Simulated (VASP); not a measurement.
A run of VASP 6.6.1 is set up as follows.

The input INCAR:

```
PREC = Accurate
ENCUT = 520
EDIFF = 1E-7
ISMEAR = 1
SIGMA = 0.05
LREAL = False
LASPH = True
NELM = 80
ALGO = Normal
ISIF = 2
LWAVE = False
LCHARG = False
GGA = PS
NBANDS = 22
```

Contents of KPOINTS:

```
regular mesh
0
Gamma
  8 8 4
```

File POSCAR:

```
HfC
1.0
    3.3428660000      0.0000000000      0.0000000000
   -1.6714330000      2.8950070000      0.0000000000
    0.0000000000      0.0000000000      5.2027140000
Hf C
2 2
Direct
    0.6666666667      0.3333333333      0.7500000000
    0.3333333333      0.6666666667      0.2500000000
    0.0000000000      0.0000000000      0.0000000000
    0.0000000000      0.0000000000      0.5000000000
```

Potentials or basis: VASP PAW PBE potentials, release 64 (Hf_pv, C).

Run with:

```sh
$ cat potpaw_PBE.64/Hf_pv/POTCAR potpaw_PBE.64/C/POTCAR > POTCAR
$ mpirun -np 1 vasp_std > vasp.out
```

What does it give for the pressure?

-7.8 GPa.

Estimate the band gap on the k mesh.

zero (band 14 reaches 7.25 eV, above the bottom of band 15 at 6.24 eV).

Stress tensor (GPa, compression positive):
```
-9.30  0.00  0.00
 0.00 -9.30  0.00
 0.00  0.00 -4.93
```

Caveat: the PAW data sets were made with another functional, which shifts forces and pressure a little; spin-orbit coupling is left out, which moves the levels of the heavy elements.
